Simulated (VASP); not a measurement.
# ScZn3 (Fm-3m) in VASP: a series of runs, part 2 of 2

VASP 6.6.1. Earlier steps stand in the parts before.

## Step 3: Single point, LDA

This run uses another cell than the first one, of 14.88 Å³/atom, 1.029 times its volume.

Contents of INCAR:

```
PREC = Accurate
ENCUT = 520
EDIFF = 1E-6
ISMEAR = 0
SIGMA = 0.15
LREAL = F
LASPH = T
NELM = 60
ALGO = Normal
ISIF = 2
LWAVE = F
LCHARG = T
LELF = T
LVHAR = T
NBANDS = 32
```

Contents of KPOINTS:

```
Automatic mesh
0
Gamma
  6 6 6
```

Contents of POSCAR:

```
ScZn3
1.0
    0.0000000000      3.0992462095      3.0992462095
    3.0992462095      0.0000000000      3.0992462095
    3.0992462095      3.0992462095      0.0000000000
Sc Zn
1 3
Direct
    0.0000000000      0.0000000000      0.0000000000
    0.2500000000      0.2500000000      0.2500000000
    0.7500000000      0.7500000000      0.7500000000
    0.5000000000      0.5000000000      0.5000000000
```

Potentials or basis: VASP PAW LDA potentials, release 64 (Sc_sv, Zn).

Run with:

```
$ cat potpaw_LDA.64/Sc_sv/POTCAR potpaw_LDA.64/Zn/POTCAR > POTCAR
$ mpirun -np 1 vasp_std > vasp.out
```

OUTCAR:

```text
PREC = Accurate
   ENCUT = 520
   EDIFF = 1E-6
   ISMEAR = 0
   LREAL = F
   LASPH = T
   NELM = 60
   ISIF = 2

 ion  position               nearest neighbor table
   1  0.000  0.000  0.000-   3 2.68   3 2.68   3 2.68   2 2.68   2 2.68   2 2.68   3 2.68   2 2.68
                             4 3.10   4 3.10   4 3.10   4 3.10   4 3.10   4 3.10
   2  0.250  0.250  0.250-   1 2.68   1 2.68   1 2.68   4 2.68   4 2.68   4 2.68   4 2.68   1 2.68

   3  0.750  0.750  0.750-   4 2.68   4 2.68   4 2.68   1 2.68   1 2.68   1 2.68   4 2.68   1 2.68

   4  0.500  0.500  0.500-   2 2.68   2 2.68   2 2.68   3 2.68   3 2.68   3 2.68   3 2.68   2 2.68
                             1 3.10   1 3.10   1 3.10   1 3.10   1 3.10   1 3.10

  LATTYP: Found a face centered cubic cell.
 ALAT       =     6.1984924190

  Lattice vectors:

 A1 = (   0.0000000000,   3.0992462095,   3.0992462095)
 A2 = (   3.0992462095,   0.0000000000,   3.0992462095)
 A3 = (   3.0992462095,   3.0992462095,   0.0000000000)

Analysis of symmetry for initial positions (statically):
=====================================================================
 Subroutine PRICEL returns:
 Original cell was already a primitive cell.

 Routine SETGRP: Setting up the symmetry group for a
 face centered cubic supercell.

 Subroutine GETGRP returns: Found 48 space group operations
 (whereof 48 operations were pure point group operations)
 out of a pool of 48 trial point group operations.

The static configuration has the point symmetry O_h .

Analysis of symmetry for dynamics (positions and initial velocities):
=====================================================================
 Subroutine PRICEL returns:
 Original cell was already a primitive cell.

 Routine SETGRP: Setting up the symmetry group for a
 face centered cubic supercell.

 Subroutine GETGRP returns: Found 48 space group operations
 (whereof 48 operations were pure point group operations)
 out of a pool of 48 trial point group operations.

The dynamic configuration has the point symmetry O_h .

 Subroutine INISYM returns: Found 48 space group operations
 (whereof 48 operations are pure point group operations),
 and found     1 'primitive' translations

----------------------------------------------------------------------------------------

                                     Primitive cell

  volume of cell :      59.5385

  direct lattice vectors                    reciprocal lattice vectors
     0.000000000  3.099246209  3.099246209    -0.161329551  0.161329551  0.161329551
     3.099246209  0.000000000  3.099246209     0.161329551 -0.161329551  0.161329551
     3.099246209  3.099246209  0.000000000     0.161329551  0.161329551 -0.161329551

  length of vectors
     4.382996023  4.382996023  4.382996023     0.279430979  0.279430979  0.279430979

  position of ions in fractional coordinates (direct lattice)
     0.000000000  0.000000000  0.000000000
     0.250000000  0.250000000  0.250000000
     0.750000000  0.750000000  0.750000000
     0.500000000  0.500000000  0.500000000

  ion indices of the primitive-cell ions
   primitive index   ion index
                 1           1
                 2           2
                 3           3
                 4           4

[... 22 lines left out ...]
 ===========================================

 Found     16 irreducible k-points:

 Following reciprocal coordinates:
            Coordinates               Weight
  0.000000  0.000000  0.000000      1.000000
  0.166667  0.000000  0.000000      8.000000
  0.333333  0.000000  0.000000      8.000000
  0.500000  0.000000  0.000000      4.000000
  0.166667  0.166667  0.000000      6.000000
  0.333333  0.166667  0.000000     24.000000
[... 8 lines left out ...]
 -0.333333  0.333333  0.166667     24.000000
 -0.333333  0.500000  0.166667     12.000000
   k-points           NKPTS =     16   k-points in BZ     NKDIM =     16   number of bands    NBANDS=     32
   number of dos      NEDOS =    301   number of ions     NIONS =      4
   total plane-waves  NPLWV =  46656
   dimension x,y,z NGX =    36 NGY =   36 NGZ =   36
   dimension x,y,z NGXF=    72 NGYF=   72 NGZF=   72
   ions per type =               1   3
   NGX,Y,Z   is equivalent  to a cutoff of  13.65, 13.65, 13.65 a.u.
   NGXF,Y,Z  is equivalent  to a cutoff of  27.31, 27.31, 27.31 a.u.
 SYSTEM =  unknown system
   PREC   = accura    normal or accurate (medium, high low for compatibility)
   ISTART =      0    job   : 0-new  1-cont  2-samecut
   ICHARG =      2    charge: 1-file 2-atom 10-const
   ISPIN  =      1    spin polarized calculation?
   LNONCOLLINEAR =      F non collinear calculations
   LSORBIT =      F    spin-orbit coupling
   LASPH  =      T    aspherical Exc in radial PAW
   ENCUT  =  520.0 eV  38.22 Ry    6.18 a.u.   8.15  8.15  8.15*2*pi/ulx,y,z
   NELM   =     60;   NELMIN=  2; NELMDL= -5     # of ELM steps
   EDIFF  = 0.1E-05   stopping-criterion for ELM
   LREAL  =      F    real-space projection
   EDIFFG = 0.1E-04   stopping-criterion for IOM
   NSW    =      0    number of steps for IOM
   IBRION =     -1    ionic relax: 0-MD 1-quasi-New 2-CG
   NFREE  =      0    steps in history (QN), initial steepest desc. (CG)
   ISIF   =      2    stress and relaxation
   ISYM   =      2    0-nonsym 1-usesym 2-fastsym
   POTIM  = 0.5000    time-step for ionic-motion
   TEBEG  =    0.0;   TEEND  =   0.0 temperature during run
   PSTRESS=    0.0 pullay stress
   NELECT =      47.0000    total number of electrons
   NUPDOWN=      -1.0000    fix difference up-down
   EMIN   =  10.00;   EMAX   =-10.00  energy-range for DOS
   EFERMI =   0.00;   METHOD = LEGACY
   ISMEAR =     0;   SIGMA  =   0.15  broadening in eV -4-tet -1-fermi 0-gaus
   EFERMI_NEDOS =   21; number of points for ismear=-14 and -15
   IALGO  =     38    algorithm
   IMIX   =      4    mixing-type and parameters
     AMIX     =   0.40;   BMIX     =  1.00
     AMIX_MAG =   1.60;   BMIX_MAG =  1.00
  volume/ion in A,a.u.               =      14.88       100.45
  Fermi-wavevector in a.u.,A,eV,Ry     =   1.513009  2.859172 31.146386  2.289195
  Thomas-Fermi vector in A             =   2.622857
   LORBIT       =      0    0 simple, 1 ext, 2 COOP (PROOUT), +10 PAW based schemes
   GGA     = CA    functional components
   LHFCALC =     F    Hartree Fock is set to
   AEXX    =    0.0000 exact exchange contribution
   IVDW    =     0    specifies the selected vdW correction
   LEPSILON=     F    determine dielectric tensor
   LRPA    =     F    only Hartree local field effects (RPA)
 non-spin polarized calculation
 Gauss-broadening in eV      SIGMA  =   0.15
  energy-cutoff  :      520.00
  volume of cell :       59.54
 maximum number of plane-waves:      1639
 NGX is ok and might be reduce to    36
   NGX = 17   NGY = 17   NGZ = 17

 number of electron      47.0000035 magnetization

 Free energy of the ion-electron system (eV)
  ---------------------------------------------------
  ext. energy  EPLUGINS =         0.00000000
  ---------------------------------------------------
  free energy    TOTEN  =       -13.68590581 eV

  energy without entropy =      -13.66743083  energy(sigma->0) =      -13.67666832

 E-fermi :   4.0920     XC(G=0): -12.1389

 val. band max:        4.0751357956   @ k =  -0.1667   0.1667   0.0000
 cond. band min:       4.3098884492   @ k =   0.5000   0.1667   0.0000
 fundamental gap:      0.2347526537
 Fermi energy:         4.0919714383

 k-point     1 :       0.0000    0.0000    0.0000
  band No.  band energies     occupation
      1     -44.6360      2.00000
      2     -23.6850      2.00000
      3     -23.6850      2.00000
      4     -23.6850      2.00000
      5      -5.6485      2.00000
      6      -4.1465      2.00000
[... 549 lines left out ...]
     31      11.3111      0.00000
     32      12.6101      0.00000

------------------------ aborting loop because EDIFF is reached ----------------------------------------

  FORCE on cell =-STRESS in cart. coord.  units (eV):
  Direction    XX          YY          ZZ          XY          YZ          ZX
  --------------------------------------------------------------------------------------
  -------------------------------------------------------------------------------------
  Total       -0.4764306     -0.4764306     -0.4764306     -0.0000000      0.0000000      0.0000000
  in kB      -12.8207088    -12.8207088    -12.8207088     -0.0000000      0.0000000      0.0000000
  external PRESSURE =     -12.8207088 kB  Pullay stress =       0.0000000 kB

 VOLUME and BASIS-vectors are now :
 -----------------------------------------------------------------------------
  energy-cutoff  :      520.00
  volume of cell :       59.54
      direct lattice vectors                 reciprocal lattice vectors
     0.000000000  3.099246209  3.099246209    -0.161329551  0.161329551  0.161329551
     3.099246209  0.000000000  3.099246209     0.161329551 -0.161329551  0.161329551
     3.099246209  3.099246209  0.000000000     0.161329551  0.161329551 -0.161329551

 POSITION                                       TOTAL-FORCE (eV/Angst)
 -----------------------------------------------------------------------------------
      0.00000      0.00000      0.00000        -0.000000      0.000000      0.000000
      1.54962      1.54962      1.54962         0.000000      0.000000      0.000000
      4.64887      4.64887      4.64887         0.000000     -0.000000     -0.000000
      3.09925      3.09925      3.09925        -0.000000      0.000000      0.000000
 -----------------------------------------------------------------------------------
    total drift:                                0.000000      0.000000      0.000000

  FREE ENERGIE OF THE ION-ELECTRON SYSTEM (eV)
  ---------------------------------------------------
  free  energy   TOTEN  =       -13.6859058101 eV

  energy  without entropy=      -13.6674308334  energy(sigma->0) =      -13.67666832
```

stdout:

```text
POSCAR found type information on POSCAR ScZn
 POSCAR found :  2 types and       4 ions
 scaLAPACK will be used
 LDA part: xc-table for (Slater(with rela. corr.)+CA(PZ))
 , standard interpolation
 POSCAR, INCAR and KPOINTS ok, starting setup
 FFT: planning ... GRIDC
 FFT: planning ... GRID_SOFT
 FFT: planning ... GRID
 WAVECAR not read
 entering main loop
```

Run time: 36 s. Hardware: 1 thread of Intel Xeon Platinum 8375C at 2.90GHz (Ice Lake), shared host; peak memory 0.18 GiB.

Results:

```yaml
Free_energy: -13.6859 eV
Pressure: -1.3 GPa
```

## Step 4: Single point, LDA

This run uses another cell than the first one, of 15.30 Å³/atom, 1.058 times its volume.

Contents of INCAR:

```
PREC = Accurate ; ENCUT = 520
EDIFF = 1E-6 ; ISMEAR = 0
SIGMA = 0.15 ; LREAL = False
LASPH = True ; NELM = 80
ALGO = Normal ; ISIF = 2
LWAVE = False ; LCHARG = True
LELF = True ; LVHAR = True
NBANDS = 32
```

Contents of KPOINTS:

```
regular mesh
0
Gamma
  6 6 6
```

Contents of POSCAR:

```
ScZn3
1.0
    0.0000000000      3.1280780624      3.1280780624
    3.1280780624      0.0000000000      3.1280780624
    3.1280780624      3.1280780624      0.0000000000
Sc Zn
1 3
Direct
    0.0000000000      0.0000000000      0.0000000000
    0.2500000000      0.2500000000      0.2500000000
    0.7500000000      0.7500000000      0.7500000000
    0.5000000000      0.5000000000      0.5000000000
```

Run with:

```
$ cat potpaw_LDA.64/Sc_sv/POTCAR potpaw_LDA.64/Zn/POTCAR > POTCAR
$ mpirun -np 1 vasp_std > vasp.out
```

Run time: 35 s. Hardware: 1 thread of Intel Xeon Platinum 8375C at 2.90GHz (Ice Lake), shared host; peak memory 0.18 GiB.

The run converged. Its results:

* Free energy: -13.6622 eV
* Pressure: -3.7 GPa

Levels at points of the mesh, in eV from the Fermi level:
```tsv
k point	band 20	band 21	band 22	band 23	band 24	band 25	band 26	band 27	band 28	band 29
(0.00, 0.00, 0.00)	-7.18	-0.82	-0.82	-0.82	1.60	1.61	1.61	3.04	3.04	3.04
(0.50, 0.00, 0.00)	-6.36	-6.07	-1.17	-1.17	1.21	1.29	1.66	1.66	2.72	2.72
(0.50, 0.50, 0.00)	-5.43	-5.25	-2.80	-1.70	-1.70	1.44	1.66	1.66	1.86	3.90
```

## Step 5: Single point, LDA

This run uses another cell than the first one, of 15.72 Å³/atom, 1.087 times its volume.

Contents of INCAR:

```
SYSTEM = ScZn3
PREC = Accurate ; ENCUT = 520
EDIFF = 1E-6 ; ISMEAR = 0
SIGMA = 0.15 ; LREAL = .False.
LASPH = .True. ; NELM = 100
ALGO = Normal ; ISIF = 2
LWAVE = .False. ; LCHARG = .True.
LELF = .True. ; LVHAR = .True.
NBANDS = 32
```

Contents of KPOINTS:

```
Automatic mesh
0
Gamma
  6 6 6
  0 0 0
```

Contents of POSCAR:

```
ScZn3
1.0
    0.0000000000      3.1563880000      3.1563880000
    3.1563880000      0.0000000000      3.1563880000
    3.1563880000      3.1563880000      0.0000000000
Sc Zn
1 3
Direct
    0.0000000000      0.0000000000      0.0000000000
    0.2500000000      0.2500000000      0.2500000000
    0.7500000000      0.7500000000      0.7500000000
    0.5000000000      0.5000000000      0.5000000000
```

Run with:

```
$ cat potpaw_LDA.64/Sc_sv/POTCAR potpaw_LDA.64/Zn/POTCAR > POTCAR
$ mpirun -np 1 vasp_std > vasp.out
```

Run time: 39 s. Hardware: 1 thread of Intel Xeon Platinum 8375C at 2.90GHz (Ice Lake), shared host; peak memory 0.18 GiB.

The run converged. Its results:

```yaml
Free_energy: -13.6137 eV
Pressure: -5.7 GPa
```

Levels at points of the mesh, in eV from the Fermi level:
| k point | band 19 | band 20 | band 21 | band 22 | band 23 | band 24 | band 25 | band 26 | band 27 | band 28 |
| --- | --- | --- | --- | --- | --- | --- | --- | --- | --- | --- |
| (0.00, 0.00, 0.00) | -7.15 | -7.15 | -0.79 | -0.79 | -0.79 | 1.46 | 1.56 | 1.56 | 2.99 | 2.99 |
| (0.50, 0.00, 0.00) | -7.07 | -6.26 | -6.03 | -1.13 | -1.13 | 1.15 | 1.17 | 1.62 | 1.62 | 2.65 |
| (0.50, 0.50, 0.00) | -7.07 | -5.35 | -5.21 | -2.80 | -1.65 | -1.65 | 1.35 | 1.61 | 1.61 | 1.81 |

## Step 6: Summary

```csv
cell,gap on the mesh (eV),pressure (GPa)
"a = 4.341 Å, angles 60.0°, 4 atoms",none,1.9
"a = 4.383 Å, angles 60.0°, 4 atoms",none,-1.3
"a = 4.424 Å, angles 60.0°, 4 atoms",none,-3.7
"a = 4.464 Å, angles 60.0°, 4 atoms",none,-5.7
```

Alike in all rows: task single point; level LDA; potentials or basis VASP PAW LDA potentials, release 64 (Sc_sv, Zn); no spin polarisation; k mesh 6 × 6 × 6; cutoff (eV) 520; smearing gaussian 0.15 eV.

Total energies depend on the potentials used, so only differences within one code and one set of settings carry meaning.
